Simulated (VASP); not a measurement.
# CdS (F-43m) in VASP: single point with PBE

Aim: the single point of CdS with PBE.

Everything below comes from runs of VASP 6.6.1. Logs are shortened: lines on timing, memory, paths and dates and some standing lists are left out, and cuts for length are marked.

## 1. The cell of the first run

The structure is cubic, space group F-43m (No. 216). The conventional cell has a = 5.927 Å, b = 5.927 Å, c = 5.927 Å, α = 90.00°, β = 90.00°, γ = 90.00°. Within 3.4 Å of Cd (site symmetry -43m) lie 4 S at 2.57 Å. Within 3.4 Å of S (site symmetry -43m) lie 4 Cd at 2.57 Å.

## 2. Single point, PBE

INCAR reads:

```
SYSTEM = CdS
PREC     = Accurate       ! precision mode
ENCUT    = 500            ! plane-wave cutoff, eV
EDIFF    = 1E-6           ! SCF threshold, eV
ISMEAR   = 0              ! smearing method
SIGMA    = 0.02           ! smearing width, eV
LREAL    = .False.        ! projectors in reciprocal space
LASPH    = .True.         ! aspherical terms in the spheres
NELM     = 120            ! most SCF steps
ALGO     = Normal         ! electronic algorithm
ISIF     = 2              ! what is computed and relaxed
LWAVE    = .False.        ! write WAVECAR
LCHARG   = .False.        ! write CHGCAR
GGA      = PE             ! functional
NBANDS   = 16             ! bands
GGA_COMPAT= .False.
```

KPOINTS reads:

```
regular mesh
0
Gamma
  8 8 8
  0 0 0
```

POSCAR reads:

```
CdS
1.0
    0.0000000000      2.9634019062      2.9634019062
    2.9634019062      0.0000000000      2.9634019062
    2.9634019062      2.9634019062      0.0000000000
Cd S
1 1
Direct
    0.0000000000      0.0000000000      0.0000000000
    0.2500000000      0.2500000000      0.2500000000
```

Potentials or basis: VASP PAW PBE potentials, release 64 (Cd, S).

Started as:

```console
cat potpaw_PBE.64/Cd/POTCAR potpaw_PBE.64/S/POTCAR > POTCAR
mpirun -np 1 vasp_std > vasp.out
```

OUTCAR:

```text
SYSTEM = CdS
   PREC = Accurate
   ENCUT = 500
   EDIFF = 1E-6
   ISMEAR = 0
   LREAL = .False.
   LASPH = .True.
   NELM = 120
   ISIF = 2
   GGA = PE

 ion  position               nearest neighbor table
   1  0.000  0.000  0.000-   2 2.57   2 2.57   2 2.57   2 2.57
   2  0.250  0.250  0.250-   1 2.57   1 2.57   1 2.57   1 2.57

  LATTYP: Found a face centered cubic cell.
 ALAT       =     5.9268038124

  Lattice vectors:

 A1 = (   0.0000000000,   2.9634019062,   2.9634019062)
 A2 = (   2.9634019062,   0.0000000000,   2.9634019062)
 A3 = (   2.9634019062,   2.9634019062,   0.0000000000)

Analysis of symmetry for initial positions (statically):
=====================================================================
 Subroutine PRICEL returns:
 Original cell was already a primitive cell.

 Routine SETGRP: Setting up the symmetry group for a
 face centered cubic supercell.

 Subroutine GETGRP returns: Found 24 space group operations
 (whereof 24 operations were pure point group operations)
 out of a pool of 48 trial point group operations.

The static configuration has the point symmetry T_d .

Analysis of symmetry for dynamics (positions and initial velocities):
=====================================================================
 Subroutine PRICEL returns:
 Original cell was already a primitive cell.

 Routine SETGRP: Setting up the symmetry group for a
 face centered cubic supercell.

 Subroutine GETGRP returns: Found 24 space group operations
 (whereof 24 operations were pure point group operations)
 out of a pool of 48 trial point group operations.

The dynamic configuration has the point symmetry T_d .

 Subroutine INISYM returns: Found 24 space group operations
 (whereof 24 operations are pure point group operations),
 and found     1 'primitive' translations

----------------------------------------------------------------------------------------

                                     Primitive cell

  volume of cell :      52.0477

  direct lattice vectors                    reciprocal lattice vectors
     0.000000000  2.963401906  2.963401906    -0.168725005  0.168725005  0.168725005
     2.963401906  0.000000000  2.963401906     0.168725005 -0.168725005  0.168725005
     2.963401906  2.963401906  0.000000000     0.168725005  0.168725005 -0.168725005
[... 74 lines left out ...]
 SYSTEM =  CdS
   PREC   = accura    normal or accurate (medium, high low for compatibility)
   ISTART =      0    job   : 0-new  1-cont  2-samecut
   ICHARG =      2    charge: 1-file 2-atom 10-const
   ISPIN  =      1    spin polarized calculation?
   LNONCOLLINEAR =      F non collinear calculations
   LSORBIT =      F    spin-orbit coupling
   LASPH  =      T    aspherical Exc in radial PAW
   ENCUT  =  500.0 eV  36.75 Ry    6.06 a.u.   7.64  7.64  7.64*2*pi/ulx,y,z
   NELM   =    120;   NELMIN=  2; NELMDL= -5     # of ELM steps
   EDIFF  = 0.1E-05   stopping-criterion for ELM
   LREAL  =      F    real-space projection
   EDIFFG = 0.1E-04   stopping-criterion for IOM
   NSW    =      0    number of steps for IOM
   IBRION =     -1    ionic relax: 0-MD 1-quasi-New 2-CG
   NFREE  =      0    steps in history (QN), initial steepest desc. (CG)
   ISIF   =      2    stress and relaxation
   ISYM   =      2    0-nonsym 1-usesym 2-fastsym
   POTIM  = 0.5000    time-step for ionic-motion
   TEBEG  =    0.0;   TEEND  =   0.0 temperature during run
   PSTRESS=    0.0 pullay stress
   NELECT =      18.0000    total number of electrons
   NUPDOWN=      -1.0000    fix difference up-down
   EMIN   =  10.00;   EMAX   =-10.00  energy-range for DOS
   EFERMI =   0.00;   METHOD = LEGACY
   ISMEAR =     0;   SIGMA  =   0.02  broadening in eV -4-tet -1-fermi 0-gaus
   EFERMI_NEDOS =   21; number of points for ismear=-14 and -15
   IALGO  =     38    algorithm
   IMIX   =      4    mixing-type and parameters
     AMIX     =   0.40;   BMIX     =  1.00
     AMIX_MAG =   1.60;   BMIX_MAG =  1.00
  volume/ion in A,a.u.               =      26.02       175.62
  Fermi-wavevector in a.u.,A,eV,Ry     =   1.149119  2.171521 17.966155  1.320475
  Thomas-Fermi vector in A             =   2.285791
   LORBIT       =      0    0 simple, 1 ext, 2 COOP (PROOUT), +10 PAW based schemes
   GGA     = PE    functional components
   LHFCALC =     F    Hartree Fock is set to
   AEXX    =    0.0000 exact exchange contribution
   IVDW    =     0    specifies the selected vdW correction
   LEPSILON=     F    determine dielectric tensor
   LRPA    =     F    only Hartree local field effects (RPA)
 non-spin polarized calculation
 Gauss-broadening in eV      SIGMA  =   0.02
  energy-cutoff  :      500.00
  volume of cell :       52.05
 maximum number of plane-waves:      1363
   NGX = 15   NGY = 15   NGZ = 15

 number of electron      18.0000001 magnetization

 Free energy of the ion-electron system (eV)
  ---------------------------------------------------
  ext. energy  EPLUGINS =         0.00000000
  ---------------------------------------------------
  free energy    TOTEN  =        -6.14712046 eV

  energy without entropy =       -6.14712046  energy(sigma->0) =       -6.14712046

 E-fermi :   1.0603     XC(G=0):  -8.9274

 val. band max:        0.9166766831   @ k =   0.0000   0.0000   0.0000
 cond. band min:       1.9599416828   @ k =   0.0000   0.0000   0.0000
 fundamental gap:      1.0432649996
 Fermi energy:         1.0603215348

 k-point     1 :       0.0000    0.0000    0.0000
  band No.  band energies     occupation
      1     -11.1712      2.00000
      2      -6.6513      2.00000
      3      -6.6513      2.00000
      4      -6.6513      2.00000
      5      -6.2341      2.00000
      6      -6.2341      2.00000
[... 433 lines left out ...]
      3      -6.4737      2.00000
      4      -6.2546      2.00000
      5      -6.2103      2.00000
      6      -5.7944      2.00000
[... 8 lines left out ...]
     15      13.0866      0.00000
     16      13.9294      0.00000

 [... further k-points ...]
[... 5 lines left out ...]
  --------------------------------------------------------------------------------------
  -------------------------------------------------------------------------------------
  Total        0.0907196      0.0907196      0.0907196     -0.0000000     -0.0000000      0.0000000
  in kB        2.7926092      2.7926092      2.7926092     -0.0000000     -0.0000000      0.0000000
  external PRESSURE =       2.7926092 kB  Pullay stress =       0.0000000 kB

 VOLUME and BASIS-vectors are now :
 -----------------------------------------------------------------------------
  energy-cutoff  :      500.00
  volume of cell :       52.05
      direct lattice vectors                 reciprocal lattice vectors
     0.000000000  2.963401906  2.963401906    -0.168725005  0.168725005  0.168725005
     2.963401906  0.000000000  2.963401906     0.168725005 -0.168725005  0.168725005
     2.963401906  2.963401906  0.000000000     0.168725005  0.168725005 -0.168725005

 POSITION                                       TOTAL-FORCE (eV/Angst)
 -----------------------------------------------------------------------------------
      0.00000      0.00000      0.00000         0.000000      0.000000      0.000000
      1.48170      1.48170      1.48170        -0.000000     -0.000000     -0.000000
 -----------------------------------------------------------------------------------
    total drift:                               -0.000000     -0.000000      0.000000

  FREE ENERGIE OF THE ION-ELECTRON SYSTEM (eV)
  ---------------------------------------------------
  free  energy   TOTEN  =        -6.1471204566 eV

  energy  without entropy=       -6.1471204566  energy(sigma->0) =       -6.14712046
```

OSZICAR:

```text
N       E                     dE             d eps       ncg     rms          rms(c)
DAV:   1     0.109126570990E+03    0.10913E+03   -0.88723E+03   928   0.993E+02
DAV:   2    -0.244383547537E+01   -0.11157E+03   -0.10503E+03  1128   0.252E+02
DAV:   3    -0.667455031726E+01   -0.42307E+01   -0.42235E+01  1184   0.517E+01
DAV:   4    -0.669981449723E+01   -0.25264E-01   -0.25262E-01  1136   0.392E+00
DAV:   5    -0.670016474498E+01   -0.35025E-03   -0.35025E-03  1176   0.436E-01    0.732E+00
DAV:   6    -0.616441874581E+01    0.53575E+00   -0.86533E-01  1384   0.112E+01    0.600E+00
DAV:   7    -0.614674596236E+01    0.17673E-01   -0.18479E-01  1136   0.293E+00    0.299E+00
DAV:   8    -0.614694223598E+01   -0.19627E-03   -0.16285E-02  1104   0.157E+00    0.271E-01
DAV:   9    -0.614689374908E+01    0.48487E-04   -0.18929E-03  1096   0.611E-01    0.613E-02
DAV:  10    -0.614703934803E+01   -0.14560E-03   -0.24491E-04  1144   0.148E-01    0.720E-02
DAV:  11    -0.614712751054E+01   -0.88163E-04   -0.14429E-04  1088   0.895E-02    0.263E-02
DAV:  12    -0.614711950991E+01    0.80006E-05   -0.22642E-05  1240   0.577E-02    0.930E-03
DAV:  13    -0.614712053298E+01   -0.10231E-05   -0.29638E-06  1096   0.103E-02    0.616E-03
DAV:  14    -0.614712045659E+01    0.76392E-07   -0.22619E-07   960   0.308E-03
   1 F= -.61471205E+01 E0= -.61471205E+01  d E =-.261431E-26
```

stdout:

```text
POSCAR found type information on POSCAR CdS
 POSCAR found :  2 types and       2 ions
 scaLAPACK will be used
 LDA part: xc-table for (Slater+PW92), standard interpolation
 POSCAR, INCAR and KPOINTS ok, starting setup
 FFT: planning ... GRIDC
 FFT: planning ... GRID_SOFT
 FFT: planning ... GRID
 WAVECAR not read
 entering main loop
```

It took 11 s on 1 thread of AMD EPYC 9R45 (Zen 5), shared host; peak memory 0.15 GiB.

Results:

- Free energy: -6.1471 eV
- Pressure: 0.3 GPa
- Band gap on the k mesh: 1.04 eV
